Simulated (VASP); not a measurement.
Set up this calculation in VASP 6.6.1, as the native input.

| Item | Value |
| --- | --- |
| Task | single point |
| Functional | PBE |
| Potentials or basis | VASP PAW PBE potentials, release 64 (Al, P) |
| Cutoff | 520 eV |
| k mesh | 6 × 6 × 12 |
| Occupations | gaussian, width 0.1 eV |
| Spin | no spin polarisation |
| Dipole correction | no |
| Further INCAR settings | ALGO = Normal; EDIFF = 1e-06; NBANDS = 20 |

The structure of Al2P lies in POSCAR:

```
Al2P
1.0
    5.8811664893      0.0000000000      0.0000000000
    0.0000000000      5.8811664893      0.0000000000
    0.0000000000      0.0000000000      3.5450400879
Al P
4 2
Direct
    0.2930642597      0.2930642597      0.0000000000
    0.7069357403      0.7069357403      0.0000000000
    0.7930642597      0.2069357403      0.5000000000
    0.2069357403      0.7930642597      0.5000000000
    0.0000000000      0.0000000000      0.0000000000
    0.5000000000      0.5000000000      0.5000000000
```

The input as run:

INCAR

```
SYSTEM = Al2P
PREC = Accurate
ENCUT = 520
EDIFF = 1E-6
ISMEAR = 0
SIGMA = 0.1
LREAL = .FALSE.
LASPH = .TRUE.
NELM = 100
ALGO = Normal
ISIF = 2
LWAVE = .FALSE.
LCHARG = .FALSE.
GGA = PE
NBANDS = 20
```

KPOINTS

```
regular mesh
0
G
  6 6 12
  0 0 0
```

Potentials or basis: VASP PAW PBE potentials, release 64 (Al, P).

Run with:

```sh
$ cat potpaw_PBE.64/Al/POTCAR potpaw_PBE.64/P/POTCAR > POTCAR
$ mpirun -np 1 vasp_std > vasp.out
```

It gave:

The pressure is -0.1 GPa and the band gap on the k mesh is zero (band 11 reaches 7.34 eV, above the bottom of band 12 at 4.72 eV).

Run time: 2.1 min on 1 thread of Intel(R) Xeon(R) Platinum 8259CL CPU @ 2.50GHz (Skylake/Cascade Lake), with other jobs on the host, peak memory 0.32 GiB.
